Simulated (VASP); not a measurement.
Ta4O:

```xyz
5
Lattice="-2.8253 2.8253 2.8253 2.8253 -2.8253 2.8253 2.8253 2.8253 -2.8253" Properties=species:S:1:pos:R:3 pbc="T T T"
Ta    1.4126    1.4126    1.4126
Ta    1.4126    1.4126   -1.4126
Ta    1.4126   -1.4126    1.4126
Ta   -1.4126    1.4126    1.4126
O     0.0000    0.0000    0.0000
```

```yaml
Program: VASP 6.6.1
Task: relaxation of cell and atoms
Functional: PBE
Potentials_or_basis: VASP PAW PBE potentials, release 64 (Ta_pv, O)
Cutoff: 600 eV
k_mesh: 4 × 4 × 4
Occupations: gaussian, width 0.1 eV
Spin: no spin polarisation
```

At the start: pressure -8.7 GPa; volume 18.04 Å³/atom.

Task: Where does the relaxation end?

Result: Over 3 steps the energy falls by 32.9 meV/atom and the volume is 16.94 Å³/atom (-6.1 %); space group Im-3m (No. 229, to 0.05 Å).

The path:
| step | energy change (eV) | largest force (eV/Å) | pressure (GPa) | volume (Å³) |
| --- | --- | --- | --- | --- |
| 1 | 0.0000 | 0.0000 | -8.69 | 90.21 |
| 2 | 0.1385 | 0.0000 | 15.78 | 78.02 |
| 3 | -0.1643 | 0.0000 | -0.20 | 84.72 |

Final structure:
```cif
data_structure
_symmetry_space_group_name_H-M 'P 1'
_symmetry_Int_Tables_number 1
_cell_length_a 4.7923
_cell_length_b 4.7923
_cell_length_c 4.7923
_cell_angle_alpha 109.471
_cell_angle_beta 109.471
_cell_angle_gamma 109.471
_cell_volume 84.72
loop_
_atom_site_label
_atom_site_type_symbol
_atom_site_fract_x
_atom_site_fract_y
_atom_site_fract_z
_atom_site_occupancy
Ta1 Ta 0.50000 0.50000 0.50000 1
Ta2 Ta 0.00000 0.00000 0.50000 1
Ta3 Ta 0.00000 0.50000 0.00000 1
Ta4 Ta 0.50000 0.00000 0.00000 1
O1 O 0.00000 0.00000 0.00000 1
```

Caveat: the k points lie up to 0.40 Å⁻¹ apart in the final cell.
